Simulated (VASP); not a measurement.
# RbH2 (R-3m) in VASP: further runs

The runs below take RbH2 through single point, relaxation of cell and atoms, with PBE.

All numbers are computed with VASP 6.6.1; they aren't measurements. Logs are shortened: lines on timing, memory, paths and dates and some standing lists are left out, and cuts for length are marked.

**1. The cell of the first run**

Symmetry: R-3m, No. 166, trigonal system. The conventional cell has a = 3.478 Å, b = 3.478 Å, c = 15.756 Å, α = 90.00°, β = 90.00°, γ = 120.00°. Rb (site symmetry -3m) has 6 H at 2.40 Å within 3.2 Å. Within 3.2 Å of H (site symmetry 3m) lie 3 Rb at 2.40 Å.

**2. Single point, PBE**

INCAR reads:

```
PREC = Accurate
ENCUT = 520
EDIFF = 1E-6
ISMEAR = 0
SIGMA = 0.1
LREAL = F
LASPH = T
NELM = 60
ALGO = Normal
ISIF = 2
LWAVE = F
LCHARG = F
GGA = PE
NBANDS = 12
```

KPOINTS reads:

```
regular mesh
0
Gamma
  6 6 6
```

POSCAR reads:

```
RbH2
1.0
    1.7389251992      1.0039689319      5.2519989411
   -1.7389251992      1.0039689319      5.2519989411
    0.0000000000     -2.0079378637      5.2519989411
Rb H
1 2
Direct
    0.0000000000      0.0000000000      0.0000000000
    0.7500000000      0.7500000000      0.7500000000
    0.2500000000      0.2500000000      0.2500000000
```

Potentials or basis: VASP PAW PBE potentials, release 64 (Rb_sv, H).

Started as:

```console
> cat potpaw_PBE.64/Rb_sv/POTCAR potpaw_PBE.64/H/POTCAR > POTCAR
> mpirun -np 1 vasp_std > vasp.out
```

OUTCAR:

```text
PREC = Accurate
   ENCUT = 520
   EDIFF = 1E-6
   ISMEAR = 0
   LREAL = F
   LASPH = T
   NELM = 60
   ISIF = 2
   GGA = PE

 ion  position               nearest neighbor table
   1  0.000  0.000  0.000-   2 2.40   3 2.40   2 2.40   2 2.40   3 2.40   3 2.40
   2  0.750  0.750  0.750-   1 2.40   1 2.40   1 2.40
   3  0.250  0.250  0.250-   1 2.40   1 2.40   1 2.40

  LATTYP: Found a trigonal (rhomboedric) cell.
 ALAT       =     5.6227490911
 COS(alpha) =     0.8087090652

  Lattice vectors:

 A1 = (   1.7389251992,   1.0039689319,   5.2519989411)
 A2 = (  -1.7389251992,   1.0039689319,   5.2519989411)
 A3 = (   0.0000000000,  -2.0079378637,   5.2519989411)

Analysis of symmetry for initial positions (statically):
=====================================================================
 Subroutine PRICEL returns:
 Original cell was already a primitive cell.

 Routine SETGRP: Setting up the symmetry group for a
 trigonal (rhombohedral) supercell.

 Subroutine GETGRP returns: Found 12 space group operations
 (whereof 12 operations were pure point group operations)
 out of a pool of 12 trial point group operations.

The static configuration has the point symmetry D_3d.

Analysis of symmetry for dynamics (positions and initial velocities):
=====================================================================
 Subroutine PRICEL returns:
 Original cell was already a primitive cell.

 Routine SETGRP: Setting up the symmetry group for a
 trigonal (rhombohedral) supercell.

 Subroutine GETGRP returns: Found 12 space group operations
 (whereof 12 operations were pure point group operations)
 out of a pool of 12 trial point group operations.

The dynamic configuration has the point symmetry D_3d.

 Subroutine INISYM returns: Found 12 space group operations
 (whereof 12 operations are pure point group operations),
 and found     1 'primitive' translations

----------------------------------------------------------------------------------------

                                     Primitive cell

  volume of cell :      55.0145

  direct lattice vectors                    reciprocal lattice vectors
     1.738925199  1.003968932  5.251998941     0.287533932  0.166007793  0.063467898
    -1.738925199  1.003968932  5.251998941    -0.287533932  0.166007793  0.063467898
     0.000000000 -2.007937864  5.251998941     0.000000000 -0.332015586  0.063467898

  length of vectors
[... 88 lines left out ...]
   IBRION =     -1    ionic relax: 0-MD 1-quasi-New 2-CG
   NFREE  =      0    steps in history (QN), initial steepest desc. (CG)
   ISIF   =      2    stress and relaxation
   ISYM   =      2    0-nonsym 1-usesym 2-fastsym
   POTIM  = 0.5000    time-step for ionic-motion
   TEBEG  =    0.0;   TEEND  =   0.0 temperature during run
   PSTRESS=    0.0 pullay stress
   NELECT =      11.0000    total number of electrons
   NUPDOWN=      -1.0000    fix difference up-down
   EMIN   =  10.00;   EMAX   =-10.00  energy-range for DOS
   EFERMI =   0.00;   METHOD = LEGACY
   ISMEAR =     0;   SIGMA  =   0.10  broadening in eV -4-tet -1-fermi 0-gaus
   EFERMI_NEDOS =   21; number of points for ismear=-14 and -15
   IALGO  =     38    algorithm
   IMIX   =      4    mixing-type and parameters
     AMIX     =   0.40;   BMIX     =  1.00
     AMIX_MAG =   1.60;   BMIX_MAG =  1.00
  volume/ion in A,a.u.               =      18.34       123.75
  Fermi-wavevector in a.u.,A,eV,Ry     =   0.957297  1.809029 12.468618  0.916418
  Thomas-Fermi vector in A             =   2.086302
   LORBIT       =      0    0 simple, 1 ext, 2 COOP (PROOUT), +10 PAW based schemes
   GGA     = PE    functional components
   LHFCALC =     F    Hartree Fock is set to
   AEXX    =    0.0000 exact exchange contribution
   IVDW    =     0    specifies the selected vdW correction
   LEPSILON=     F    determine dielectric tensor
   LRPA    =     F    only Hartree local field effects (RPA)
 non-spin polarized calculation
 Gauss-broadening in eV      SIGMA  =   0.10
  energy-cutoff  :      520.00
  volume of cell :       55.01
 maximum number of plane-waves:      1508
 NGX is ok and might be reduce to    42
   NGX = 21   NGY = 21   NGZ = 21

 number of electron      11.0000001 magnetization

 Free energy of the ion-electron system (eV)
  ---------------------------------------------------
  ext. energy  EPLUGINS =         0.00000000
  ---------------------------------------------------
  free energy    TOTEN  =        -4.63800568 eV

  energy without entropy =       -4.62900799  energy(sigma->0) =       -4.63350683

 E-fermi :  -1.5345     XC(G=0):  -7.3286

 val. band max:       -1.5455243991   @ k =   0.5000   0.3333  -0.0000
 cond. band min:      -1.5149332796   @ k =   0.3333   0.1667   0.1667
 fundamental gap:      0.0305911196
 Fermi energy:        -1.5344669128

 k-point     1 :       0.0000    0.0000    0.0000
  band No.  band energies     occupation
      1     -27.3673      2.00000
      2     -11.6628      2.00000
      3     -10.6432      2.00000
      4     -10.6432      2.00000
      5      -4.1279      2.00000
      6      -0.8811      0.00000
      7       2.6403      0.00000
      8       6.2128      0.00000
      9       6.2128      0.00000
     10       9.0725      0.00000
     11       9.4429      0.00000
     12       9.4429      0.00000
[... 331 lines left out ...]
 k-point    24 :      -0.3333    0.5000    0.1667
  band No.  band energies     occupation
      1     -27.0966      2.00000
      2     -12.3716      2.00000
      3     -11.3642      2.00000
      4     -11.1450      2.00000
      5      -2.5370      2.00000
      6      -1.3319      0.00417
      7       3.1239      0.00000
      8       5.7196      0.00000
      9       6.6879      0.00000
     10       7.2611      0.00000
     11       8.5415      0.00000
     12       9.6285      0.00000

 [... further k-points ...]
[... 5 lines left out ...]
  --------------------------------------------------------------------------------------
  -------------------------------------------------------------------------------------
  Total        3.4699198      3.4699198      0.5204112      0.0000000      0.0000000      0.0000000
  in kB      101.0538730    101.0538730     15.1558443      0.0000000      0.0000000      0.0000000
  external PRESSURE =      72.4211967 kB  Pullay stress =       0.0000000 kB

 VOLUME and BASIS-vectors are now :
 -----------------------------------------------------------------------------
  energy-cutoff  :      520.00
  volume of cell :       55.01
      direct lattice vectors                 reciprocal lattice vectors
     1.738925199  1.003968932  5.251998941     0.287533932  0.166007793  0.063467898
    -1.738925199  1.003968932  5.251998941    -0.287533932  0.166007793  0.063467898
     0.000000000 -2.007937864  5.251998941     0.000000000 -0.332015586  0.063467898

 POSITION                                       TOTAL-FORCE (eV/Angst)
 -----------------------------------------------------------------------------------
      0.00000      0.00000      0.00000         0.000000      0.000000      0.000000
      0.00000      0.00000     11.81700         0.000000      0.000000      0.516084
      0.00000      0.00000      3.93900         0.000000     -0.000000     -0.516084
 -----------------------------------------------------------------------------------
    total drift:                                0.000000      0.000000     -0.000000

  FREE ENERGIE OF THE ION-ELECTRON SYSTEM (eV)
  ---------------------------------------------------
  free  energy   TOTEN  =        -4.6380056758 eV

  energy  without entropy=       -4.6290079910  energy(sigma->0) =       -4.63350683
```

stdout:

```text
POSCAR found type information on POSCAR RbH
 POSCAR found :  2 types and       3 ions
 scaLAPACK will be used
 LDA part: xc-table for (Slater+PW92), standard interpolation
 POSCAR, INCAR and KPOINTS ok, starting setup
 FFT: planning ... GRIDC
 FFT: planning ... GRID_SOFT
 FFT: planning ... GRID
 WAVECAR not read
 entering main loop
```

It took 19 s on 1 thread of Intel Xeon Platinum 8559C (Emerald Rapids), shared host; peak memory 0.25 GiB.

Results:

```yaml
Free_energy: -4.6380 eV
Pressure: 7.2 GPa
Largest_force: 0.516 eV/Å
```

Forces in eV/Å, atoms in the order of the input:
```
Rb   0.000  0.000  0.000
H    0.000  0.000  0.516
H    0.000  0.000 -0.516
```

Levels at points of the mesh, in eV from the Fermi level:
```
           k point  band 3  band 4  band 5  band 6  band 7  band 8
(0.00, 0.00, 0.00)   -9.11   -9.11   -2.59    0.65    4.17    7.75
(0.50, 0.00, 0.00)   -9.59   -9.51   -1.54    0.70    4.49    6.59
(0.50, 0.50, 0.00)   -9.61   -9.51   -1.30    0.39    3.80    7.78
(0.50, 0.50, 0.50)   -9.11   -9.11   -1.69   -0.61    6.24    7.67
```

**3. Single point, PBE**

This run uses another cell than the first one, of 20.71 Å³/atom, 1.129 times its volume.

INCAR reads:

```
PREC = Accurate
ENCUT = 520
EDIFF = 1E-6
ISMEAR = 0
SIGMA = 0.1
LREAL = F
LASPH = T
NELM = 100
ALGO = Normal
ISIF = 2
LWAVE = F
LCHARG = T
GGA = PE
LELF = T
LVHAR = T
NBANDS = 12
```

KPOINTS reads:

```
Automatic mesh
0
Gamma
  6 6 6
```

POSCAR reads:

```
RbH2
1.0
    1.9977411247      1.1533963761      4.4937357477
   -1.9977411247      1.1533963761      4.4937357477
    0.0000000000     -2.3067927522      4.4937357477
Rb H
1 2
Direct
    0.0000000000      0.0000000000      0.0000000000
    0.8064769972      0.8064769972      0.8064769972
    0.1935230028      0.1935230028      0.1935230028
```

Potentials or basis: VASP PAW PBE potentials, release 64 (Rb_sv, H).

Started as:

```console
> cat potpaw_PBE.64/Rb_sv/POTCAR potpaw_PBE.64/H/POTCAR > POTCAR
> mpirun -np 1 vasp_std > vasp.out
```

It took 18 s on 1 thread of Intel Xeon Platinum 8559C (Emerald Rapids), shared host; peak memory 0.24 GiB.

Results (log left out):

- Free energy: -5.7412 eV
- Pressure: 0.1 GPa
- Largest force: 0.014 eV/Å

Forces on the atoms (eV/Å):
```
Rb   0.000  0.000  0.000
H    0.000  0.000 -0.014
H    0.000  0.000  0.014
```

Levels at points of the mesh, in eV from the Fermi level:
```csv
k point,band 2,band 3,band 4,band 5,band 6,band 7,band 8,band 9
"(0.00, 0.00, 0.00)",-10.45,-10.44,-10.44,-3.55,1.50,3.35,6.61,6.61
"(0.50, 0.00, 0.00)",-11.07,-10.57,-10.39,-1.99,-0.10,4.42,6.21,6.60
"(0.50, 0.50, 0.00)",-11.06,-10.58,-10.47,-1.09,-0.77,3.16,6.82,6.99
"(0.50, 0.50, 0.50)",-10.71,-10.44,-10.44,-2.26,0.10,4.54,6.57,6.57
```

**4. Relaxation of cell and atoms, PBE**

INCAR reads:

```
SYSTEM = RbH2
PREC = Accurate ; ENCUT = 600
EDIFF = 1E-6 ; ISMEAR = 0
SIGMA = 0.1 ; LREAL = .False.
LASPH = .True. ; NELM = 80
ALGO = Normal ; ISIF = 3
LWAVE = .False. ; LCHARG = .False.
GGA = PE ; IBRION = 2
NSW = 90 ; EDIFFG = -0.04
```

KPOINTS reads:

```
regular mesh
0
Gamma
  6 6 6
  0 0 0
```

POSCAR reads:

```
RbH2
1.0
    1.7389251992      1.0039689319      5.2519989411
   -1.7389251992      1.0039689319      5.2519989411
    0.0000000000     -2.0079378637      5.2519989411
Rb H
1 2
Direct
    0.0000000000      0.0000000000      0.0000000000
    0.7500000000      0.7500000000      0.7500000000
    0.2500000000      0.2500000000      0.2500000000
```

Started as:

```console
> cat potpaw_PBE.64/Rb_sv/POTCAR potpaw_PBE.64/H/POTCAR > POTCAR
> mpirun -np 1 vasp_std > vasp.out
```

Wall time 7.9 min (1 thread of Intel Xeon Platinum 8559C (Emerald Rapids), shared host); peak memory 0.36 GiB.

It converged, with:

```
Free energy                            : -5.7369 eV
Relaxed volume                         : 21.21 Å³/atom
Relaxed cell                           : a = 5.044 Å, b = 5.044 Å, c = 5.044 Å, α = 47.41°, β = 47.41°, γ = 47.41°
Space group after relaxing (to 0.05 Å) : R-3m (No. 166)
Energy gained by relaxing              : 366.1 meV/atom
Ionic steps                            : 37
Pressure after relaxing                : 0.0 GPa
Largest force after relaxing           : 0.016 eV/Å
```

Forces in eV/Å, atoms in the order of the input:
```
Rb   0.000  0.000  0.000
H    0.000  0.000  0.016
H    0.000  0.000 -0.016
```

Stress tensor (GPa, compression positive):
```
-0.10  0.00  0.00
 0.00 -0.10  0.00
 0.00  0.00  0.26
```

The path:
```
step  energy change (eV)  largest force (eV/Å)  pressure (GPa)  volume (Å³)
   1              0.0000                0.5165            7.31        55.01
   2             -0.3323                0.2886            3.78        61.90
   3             -0.6076                0.0841            0.66        74.77
   4             -0.5974                0.0984           -1.52       104.76
   5             -0.6671                0.0362           -0.85        89.90
   6             -0.6690                0.0230           -0.70        87.72
   7             -0.7205                0.0203           -0.70        86.29
   8             -0.8607                0.1186           -0.61        81.31
   9             -0.8389                0.2363            1.24        68.16
  10             -0.9349                0.1177           -0.22        76.37
  11             -0.9400                0.0777            0.07        74.32
  12             -0.9404                0.0895            0.03        74.80
  13             -0.9431                0.0837           -0.02        74.87
  14             -0.9485                0.0613           -0.04        75.06
  15             -0.9438                0.0119           -0.02        75.43
  16             -0.9494                0.0457           -0.08        75.16
  17             -0.9509                0.0457           -0.04        75.12
  18             -0.9557                0.0456           -0.07        75.01
  19             -0.9657                0.0420           -0.08        74.76
  20             -0.9864                0.0238           -0.09        74.24
  21             -1.0202                0.0883           -0.09        73.11
  22             -0.8180                0.8613            0.51        70.43
  23             -1.0160                0.1552           -0.04        72.94
  24             -1.0183                0.1618           -0.07        72.89
  25             -1.0242                0.1844           -0.15        72.72
  26             -1.0297                0.2388           -0.27        72.36
  27             -1.0358                0.2211           -0.33        72.27
  28             -1.0516                0.1702           -0.49        71.98
  29             -1.0714                0.0777           -0.73        71.38
  30             -1.0682                0.0680           -1.12        70.06
  31             -1.0767                0.0082           -0.93        70.84
  32             -1.0833                0.0020           -0.80        69.54
  33             -1.0955                0.0372           -0.32        65.73
  34             -1.0969                0.0572           -0.07        63.91
  35             -1.0974                0.0469            0.00        63.83
  36             -1.0980                0.0200            0.04        63.63
  37             -1.0984                0.0161            0.02        63.63
```

Final structure:
```yaml
crystal:
  lattice:
    - [2.02773, 1.17071, 4.46753]
    - [-2.02773, 1.17071, 4.46753]
    - [0.00000, -2.34142, 4.46753]
  atoms:
    - { symbol: Rb, position: [0.00000, 0.00000, 0.00000] }
    - { symbol: H, position: [0.80396, 0.80396, 0.80396] }
    - { symbol: H, position: [0.19604, 0.19604, 0.19604] }
```

Levels at points of the mesh, in eV from the Fermi level:
| k point | band 2 | band 3 | band 4 | band 5 | band 6 | band 7 | band 8 | band 9 |
| --- | --- | --- | --- | --- | --- | --- | --- | --- |
| (0.00, 0.00, 0.00) | -10.29 | -10.29 | -10.28 | -3.36 | 1.40 | 3.61 | 6.69 | 6.69 |
| (0.50, 0.00, 0.00) | -10.86 | -10.41 | -10.24 | -1.87 | -0.08 | 4.65 | 6.23 | 6.63 |
| (0.50, 0.50, 0.00) | -10.85 | -10.42 | -10.31 | -0.99 | -0.71 | 3.29 | 7.05 | 7.05 |
| (0.50, 0.50, 0.50) | -10.53 | -10.29 | -10.29 | -2.07 | 0.07 | 4.69 | 6.66 | 6.66 |

Caveat: the volume moved by over 15 % at a fixed basis, so the end points are rough.

**5. Single point, PBE**

This run uses another cell than the first one, of 21.07 Å³/atom, 1.149 times its volume.

INCAR reads:

```
SYSTEM = RbH2
PREC = Accurate
ENCUT = 520
EDIFF = 1E-7
ISMEAR = 0
SIGMA = 0.1
LREAL = .False.
LASPH = .True.
NELM = 80
ALGO = Normal
ISIF = 2
LWAVE = .False.
LCHARG = .False.
GGA = PE
NBANDS = 12
```

KPOINTS reads:

```
Automatic mesh
0
Gamma
  12 12 12
  0 0 0
```

POSCAR reads:

```
RbH2
1.0
    2.0176334699      1.1648812270      4.4830261428
   -2.0176334699      1.1648812270      4.4830261428
    0.0000000000     -2.3297624539      4.4830261428
Rb H
1 2
Direct
    0.0000000000      0.0000000000      0.0000000000
    0.8048124161      0.8048124161      0.8048124161
    0.1951875839      0.1951875839      0.1951875839
```

Started as:

```console
> cat potpaw_PBE.64/Rb_sv/POTCAR potpaw_PBE.64/H/POTCAR > POTCAR
> mpirun -np 1 vasp_std > vasp.out
```

Run time: 82 s. Hardware: 1 thread of Intel Xeon Platinum 8559C (Emerald Rapids), shared host; peak memory 0.33 GiB.

The run converged. Its results:

| Quantity | Value |
| --- | --- |
| Free energy | -5.7350 eV |
| Pressure | 0.0 GPa |

Levels at points of the mesh, in eV from the Fermi level:
| k point | band 3 | band 4 | band 5 | band 6 | band 7 | band 8 |
| --- | --- | --- | --- | --- | --- | --- |
| (0.00, 0.00, 0.00) | -10.35 | -10.34 | -3.42 | 1.43 | 3.51 | 6.66 |
| (0.50, 0.00, 0.00) | -10.47 | -10.30 | -1.91 | -0.09 | 4.57 | 6.22 |
| (0.50, 0.50, 0.00) | -10.48 | -10.37 | -1.03 | -0.72 | 3.25 | 6.96 |
| (0.50, 0.50, 0.50) | -10.35 | -10.35 | -2.14 | 0.08 | 4.63 | 6.63 |

**6. Summary**

| task | cell | k mesh | cutoff (eV) | gap on the mesh (eV) | pressure (GPa) | largest force (eV/Å) |
| --- | --- | --- | --- | --- | --- | --- |
| single point | a = 5.623 Å, angles 36.0°, 3 atoms | 6 × 6 × 6 | 520 | none | 7.2 | 0.52 |
| single point | a = 5.051 Å, angles 46.6°, 3 atoms | 6 × 6 × 6 | 520 | none | 0.1 | 0.01 |
| relaxation of cell and atoms | relaxed from a = 5.623 Å, angles 36.0°, 3 atoms | 6 × 6 × 6 | 600 | none | 0.0 | 0.02 |
| single point | a = 5.052 Å, angles 47.1°, 3 atoms | 12 × 12 × 12 | 520 | none | 0.0 | - |

Alike in all rows: level PBE; potentials or basis VASP PAW PBE potentials, release 64 (Rb_sv, H); no spin polarisation; smearing gaussian 0.1 eV.

Caveats: the volume moved by over 15 % at a fixed basis, so the end points are rough (some runs).

Total energies depend on the potentials used, so only differences within one code and one set of settings carry meaning.
